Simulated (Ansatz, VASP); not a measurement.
C: VASP beside Ansatz

File INCAR:

```
SYSTEM = C
ALGO = Normal ; EDIFF = 1E-8
ENCUT = 520 ; GGA = PE
ISIF = 2 ; ISMEAR = -1
LASPH = .TRUE. ; LCHARG = .FALSE.
LEFG = .TRUE. ; LREAL = .FALSE.
LWAVE = .FALSE. ; NBANDS = 11
NELM = 100 ; PREC = Accurate
SIGMA = 0.03
```

File KPOINTS:

```
k-points
0
G
  16 16 16
  0 0 0
```

The input POSCAR:

```
C
1.0
    0.0133755000      1.7834000000      1.7834000000
    1.7834000000      0.0133755000      1.7834000000
    1.7967755000      1.7967755000      0.0000000000
C
2
Direct
    0.5000000000      0.5000000000      0.5000000000
    0.7500000000      0.7500000000      0.7500000000
```

Input for Ansatz:

```yaml
crystal:
  lattice:
    - [0.0133755, 1.7834, 1.7834]
    - [1.7834, 0.0133755, 1.7834]
    - [1.7967755, 1.7967755, 0.0]
  atoms:
    - { symbol: C, position: [0.5, 0.5, 0.5] }
    - { symbol: C, position: [0.75, 0.75, 0.75] }
kpoints:
  mp_grid: { grid: [16, 16, 16] }
scf:
  occupations: { method: fermi_dirac, width: 0.03 }
hamiltonian:
  xc: pbe
  pseudopotentials: { kind: paw }
output:
  forces: true
  stress: true
  eigenvalues: true
  efg: { contact_densities: true }
```

Change from the starting cell: xy shear strain of +1.5 %, PAW files.

Alike in both runs: task electric field gradients; functional PBE; k mesh 16 × 16 × 16; occupations fermi-dirac, width 0.03 eV; no spin polarisation.

```csv
,VASP,Ansatz
version,VASP 6.6.1,Ansatz 0.2.0
potentials or method,"VASP PAW PBE potentials, release 64 (C)","PAW with Ansatz's default frozen-core files, scalar-relativistic"
plane-wave cutoff (eV),520,420
valence electrons in the cell,8,8
```

VASP gave:

| Quantity | Value |
| --- | --- |
| gap on the k mesh at the Fermi level (eV) | 4.10 |
| pressure (GPa) | 2.6 |
| traceless stress, the component that is largest in VASP (GPa) | -8.55 |
| rms of the force components (eV/Å) | 0.028 |
| size of Vzz on the site where it differs most (V/Å²) | 1.7 |

**Question.** What did Ansatz give for the same quantities?

**Answer.** gap on the k mesh at the Fermi level (eV): 4.11; pressure (GPa): 1.9; traceless stress, the component that is largest in VASP (GPa): -8.49; rms of the force components (eV/Å): 0.025; size of Vzz on the site where it differs most (V/Å²): 1.5.

Atom by atom the forces differ by 0.002 eV/Å (rms over components). The functional is the same, so the differences come from potentials, cutoffs and numerics.
